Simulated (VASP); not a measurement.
# NbCl (Pmma) in VASP: a series of runs, part 2 of 3

VASP 6.6.1.

## 3. Single point, PBE

This run uses another cell than the first one, of 20.95 Å³/atom, 0.933 times its volume.

INCAR reads:

```
ALGO = Normal
EDIFF = 1E-6
ENCUT = 520
GGA = PE
ISIF = 2
ISMEAR = 0
LASPH = True
LCHARG = False
LREAL = False
LWAVE = False
NBANDS = 28
NELM = 100
PREC = Accurate
SIGMA = 0.1
```

KPOINTS reads:

```
k-points
0
Gamma
  4 6 4
```

POSCAR reads:

```
NbCl
1.0
    4.9871336592      0.0000000000      0.0000000000
    0.0000000000      3.3003090392      0.0000000000
    0.0000000000      0.0000000000      5.0919053748
Nb Cl
2 2
Direct
    0.7500000000      0.0000000000      0.6870000000
    0.2500000000      0.0000000000      0.3130000000
    0.7500000000      0.5000000000      0.1880000000
    0.2500000000      0.5000000000      0.8120000000
```

Potentials or basis: VASP PAW PBE potentials, release 64 (Nb_sv, Cl).

The run is started by

```
cat potpaw_PBE.64/Nb_sv/POTCAR potpaw_PBE.64/Cl/POTCAR > POTCAR
mpirun -np 1 vasp_std > vasp.out
```

OUTCAR:

```text
EDIFF = 1E-6
   ENCUT = 520
   GGA = PE
   ISIF = 2
   ISMEAR = 0
   LASPH = True
   LREAL = False
   NELM = 100
   PREC = Accurate

 ion  position               nearest neighbor table
   1  0.750  0.000  0.687-
   2  0.250  0.000  0.313-
   3  0.750  0.500  0.188-
   4  0.250  0.500  0.812-

  LATTYP: Found a simple orthorhombic cell.
 ALAT       =     3.3003090392
 B/A-ratio  =     1.5111111111
 C/A-ratio  =     1.5428571429

  Lattice vectors:

 A1 = (   0.0000000000,  -3.3003090392,   0.0000000000)
 A2 = (   4.9871336592,   0.0000000000,   0.0000000000)
 A3 = (   0.0000000000,   0.0000000000,   5.0919053748)

Analysis of symmetry for initial positions (statically):
=====================================================================
 Subroutine PRICEL returns:
 Original cell was already a primitive cell.

 Routine SETGRP: Setting up the symmetry group for a
 simple orthorhombic supercell.

 Subroutine GETGRP returns: Found  8 space group operations
 (whereof  4 operations were pure point group operations)
 out of a pool of  8 trial point group operations.

The static configuration has the point symmetry C_2h.
 The point group associated with its full space group is D_2h.

Analysis of symmetry for dynamics (positions and initial velocities):
=====================================================================
 Subroutine PRICEL returns:
 Original cell was already a primitive cell.

 Routine SETGRP: Setting up the symmetry group for a
 simple orthorhombic supercell.

 Subroutine GETGRP returns: Found  8 space group operations
 (whereof  4 operations were pure point group operations)
 out of a pool of  8 trial point group operations.

The dynamic configuration has the point symmetry C_2h.
 The point group associated with its full space group is D_2h.

 Subroutine INISYM returns: Found  8 space group operations
 (whereof  4 operations are pure point group operations),
 and found     1 'primitive' translations

----------------------------------------------------------------------------------------

                                     Primitive cell

  volume of cell :      83.8081

  direct lattice vectors                    reciprocal lattice vectors
     4.987133659  0.000000000  0.000000000     0.200515981  0.000000000  0.000000000
     0.000000000  3.300309039  0.000000000     0.000000000  0.303001927  0.000000000
     0.000000000  0.000000000  5.091905375     0.000000000  0.000000000  0.196390138

  length of vectors
     4.987133659  3.300309039  5.091905375     0.200515981  0.303001927  0.196390138

  position of ions in fractional coordinates (direct lattice)
     0.750000000  0.000000000  0.687000000
     0.250000000  0.000000000  0.313000000
     0.750000000  0.500000000  0.188000000
     0.250000000  0.500000000  0.812000000

  ion indices of the primitive-cell ions
   primitive index   ion index
                 1           1
                 2           2
                 3           3
                 4           4

----------------------------------------------------------------------------------------

 KPOINTS: k-points

Automatic generation of k-mesh.
 Grid dimensions read from file:
 generate k-points for:    4    6    4

 Generating k-lattice:

  Cartesian coordinates                     Fractional coordinates (reciprocal lattice)
     0.050128995  0.000000000  0.000000000     0.250000000  0.000000000  0.000000000
     0.000000000  0.050500321  0.000000000     0.000000000  0.166666667  0.000000000
     0.000000000  0.000000000  0.049097535     0.000000000  0.000000000  0.250000000

  Length of vectors
     0.050128995  0.050500321  0.049097535

  Shift w.r.t. Gamma in fractional coordinates (k-lattice)
     0.000000000  0.000000000  0.000000000

 Subroutine IBZKPT returns following result:
 ===========================================

 Found     36 irreducible k-points:

 Following reciprocal coordinates:
            Coordinates               Weight
  0.000000  0.000000  0.000000      1.000000
  0.250000  0.000000  0.000000      2.000000
  0.500000  0.000000  0.000000      1.000000
  0.000000  0.166667  0.000000      2.000000
  0.250000  0.166667  0.000000      4.000000
  0.500000  0.166667  0.000000      2.000000
[... 16 lines left out ...]
  0.250000  0.500000  0.250000      4.000000
  0.500000  0.500000  0.250000      2.000000
 [... further k-points ...]
   k-points           NKPTS =     36   k-points in BZ     NKDIM =     36   number of bands    NBANDS=     28
   number of dos      NEDOS =    301   number of ions     NIONS =      4
   total plane-waves  NPLWV =  44800
   dimension x,y,z NGX =    40 NGY =   28 NGZ =   40
   dimension x,y,z NGXF=    80 NGYF=   56 NGZF=   80
   ions per type =               2   2
   NGX,Y,Z   is equivalent  to a cutoff of  13.33, 14.10, 13.06 a.u.
   NGXF,Y,Z  is equivalent  to a cutoff of  26.67, 28.21, 26.12 a.u.
 SYSTEM =  unknown system
   PREC   = accura    normal or accurate (medium, high low for compatibility)
   ISTART =      0    job   : 0-new  1-cont  2-samecut
   ICHARG =      2    charge: 1-file 2-atom 10-const
   ISPIN  =      1    spin polarized calculation?
   LNONCOLLINEAR =      F non collinear calculations
   LSORBIT =      F    spin-orbit coupling
   LASPH  =      T    aspherical Exc in radial PAW
   ENCUT  =  520.0 eV  38.22 Ry    6.18 a.u.   9.27  6.14  9.47*2*pi/ulx,y,z
   NELM   =    100;   NELMIN=  2; NELMDL= -5     # of ELM steps
   EDIFF  = 0.1E-05   stopping-criterion for ELM
   LREAL  =      F    real-space projection
   EDIFFG = 0.1E-04   stopping-criterion for IOM
   NSW    =      0    number of steps for IOM
   IBRION =     -1    ionic relax: 0-MD 1-quasi-New 2-CG
   NFREE  =      0    steps in history (QN), initial steepest desc. (CG)
   ISIF   =      2    stress and relaxation
   ISYM   =      2    0-nonsym 1-usesym 2-fastsym
   POTIM  = 0.5000    time-step for ionic-motion
   TEBEG  =    0.0;   TEEND  =   0.0 temperature during run
   PSTRESS=    0.0 pullay stress
   NELECT =      40.0000    total number of electrons
   NUPDOWN=      -1.0000    fix difference up-down
   EMIN   =  10.00;   EMAX   =-10.00  energy-range for DOS
   EFERMI =   0.00;   METHOD = LEGACY
   ISMEAR =     0;   SIGMA  =   0.10  broadening in eV -4-tet -1-fermi 0-gaus
   EFERMI_NEDOS =   21; number of points for ismear=-14 and -15
   IALGO  =     38    algorithm
   IMIX   =      4    mixing-type and parameters
     AMIX     =   0.40;   BMIX     =  1.00
     AMIX_MAG =   1.60;   BMIX_MAG =  1.00
  volume/ion in A,a.u.               =      20.95       141.39
  Fermi-wavevector in a.u.,A,eV,Ry     =   1.279380  2.417677 22.270191  1.636813
  Thomas-Fermi vector in A             =   2.411869
   LORBIT       =      0    0 simple, 1 ext, 2 COOP (PROOUT), +10 PAW based schemes
   GGA     = PE    functional components
   LHFCALC =     F    Hartree Fock is set to
   AEXX    =    0.0000 exact exchange contribution
   IVDW    =     0    specifies the selected vdW correction
   LEPSILON=     F    determine dielectric tensor
   LRPA    =     F    only Hartree local field effects (RPA)
 non-spin polarized calculation
 Gauss-broadening in eV      SIGMA  =   0.10
  energy-cutoff  :      520.00
  volume of cell :       83.81
 maximum number of plane-waves:      2284
 NGX is ok and might be reduce to    40
   NGX = 19   NGY = 13   NGZ = 19

 number of electron      40.0000003 magnetization

 Free energy of the ion-electron system (eV)
  ---------------------------------------------------
  ext. energy  EPLUGINS =         0.00000000
  ---------------------------------------------------
  free energy    TOTEN  =       -21.39449054 eV

  energy without entropy =      -21.36104695  energy(sigma->0) =      -21.37776875

 E-fermi :   8.2022     XC(G=0): -10.7068

 val. band max:        8.2009584689   @ k =   0.5000   0.3333   0.0000
 cond. band min:       8.2068054826   @ k =   0.2500   0.0000   0.2500
 fundamental gap:      0.0058470136
 Fermi energy:         8.2022269359

 k-point     1 :       0.0000    0.0000    0.0000
  band No.  band energies     occupation
      1     -47.5544      2.00000
      2     -47.5199      2.00000
      3     -23.6612      2.00000
      4     -23.6507      2.00000
      5     -23.5210      2.00000
      6     -23.4976      2.00000
[... 20 lines left out ...]
     27      10.1598      0.00000
[... 691 lines left out ...]
      6     -23.6423      2.00000
[... 20 lines left out ...]
     27      12.3255      0.00000
     28      12.3639      0.00000

 [... further k-points ...]

------------------------ aborting loop because EDIFF is reached ----------------------------------------

  FORCE on cell =-STRESS in cart. coord.  units (eV):
  Direction    XX          YY          ZZ          XY          YZ          ZX
  --------------------------------------------------------------------------------------
  -------------------------------------------------------------------------------------
  Total       -6.5421383     -8.2966461     -5.1451946      0.0000000      0.0000000      0.0000000
  in kB     -125.0674698   -158.6087736    -98.3617951      0.0000000      0.0000000      0.0000000
  external PRESSURE =    -127.3460128 kB  Pullay stress =       0.0000000 kB

 VOLUME and BASIS-vectors are now :
 -----------------------------------------------------------------------------
  energy-cutoff  :      520.00
  volume of cell :       83.81
      direct lattice vectors                 reciprocal lattice vectors
     4.987133659  0.000000000  0.000000000     0.200515981  0.000000000  0.000000000
     0.000000000  3.300309039  0.000000000     0.000000000  0.303001927  0.000000000
     0.000000000  0.000000000  5.091905375     0.000000000  0.000000000  0.196390138

 POSITION                                       TOTAL-FORCE (eV/Angst)
 -----------------------------------------------------------------------------------
      3.74035      0.00000      3.49814        -0.000000      0.000000     -0.900999
      1.24678      0.00000      1.59377        -0.000000      0.000000      0.900999
      3.74035      1.65015      0.95728        -0.000000      0.000000     -0.162226
      1.24678      1.65015      4.13463         0.000000     -0.000000      0.162226
 -----------------------------------------------------------------------------------
    total drift:                                0.000000     -0.000000      0.000000

  FREE ENERGIE OF THE ION-ELECTRON SYSTEM (eV)
  ---------------------------------------------------
  free  energy   TOTEN  =       -21.3944905447 eV

  energy  without entropy=      -21.3610469516  energy(sigma->0) =      -21.37776875
```

OSZICAR:

```text
N       E                     dE             d eps       ncg     rms          rms(c)
DAV:   1     0.409830654769E+03    0.40983E+03   -0.21230E+04  2016   0.139E+03
DAV:   2     0.167491442260E+02   -0.39308E+03   -0.38259E+03  2472   0.496E+02
DAV:   3    -0.199685450440E+02   -0.36718E+02   -0.35702E+02  3552   0.117E+02
DAV:   4    -0.222133721287E+02   -0.22448E+01   -0.21474E+01  3132   0.243E+01
DAV:   5    -0.223171247159E+02   -0.10375E+00   -0.10250E+00  3128   0.507E+00    0.186E+01
DAV:   6    -0.214175307347E+02    0.89959E+00   -0.35301E+00  2992   0.109E+01    0.745E+00
DAV:   7    -0.213931372900E+02    0.24393E-01   -0.25479E-01  2848   0.285E+00    0.353E+00
DAV:   8    -0.213950813083E+02   -0.19440E-02   -0.41531E-02  3056   0.136E+00    0.727E-01
DAV:   9    -0.213944695000E+02    0.61181E-03   -0.69840E-03  2680   0.574E-01    0.111E-01
DAV:  10    -0.213944845425E+02   -0.15042E-04   -0.54078E-04  3120   0.194E-01    0.522E-02
DAV:  11    -0.213944884295E+02   -0.38870E-05   -0.62162E-05  3048   0.597E-02    0.141E-02
DAV:  12    -0.213944904766E+02   -0.20471E-05   -0.80043E-06  2568   0.225E-02    0.846E-03
DAV:  13    -0.213944905447E+02   -0.68171E-07   -0.34752E-07  1456   0.689E-03
   1 F= -.21394491E+02 E0= -.21377769E+02  d E =-.334436E-01
```

Run time: 50 s. Hardware: 1 thread of AMD EPYC 9R45 (Zen 5), shared host; peak memory 0.2 GiB.

Results:

```yaml
Free_energy: -21.3945 eV
Pressure: -12.7 GPa
Largest_force: 0.901 eV/Å
Band_gap_on_the_k_mesh: zero (band 20 reaches 9.33 eV, above the bottom of band 21 at 7.52 eV)
```

Forces in eV/Å, atoms in the order of the input:
```
Nb   0.000  0.000 -0.901
Nb   0.000  0.000  0.901
Cl   0.000  0.000 -0.162
Cl   0.000  0.000  0.162
```

Stress tensor (GPa, compression positive):
```
-12.51   0.00   0.00
  0.00 -15.86   0.00
  0.00   0.00  -9.84
```

(Part 2 of 3 ends here.)
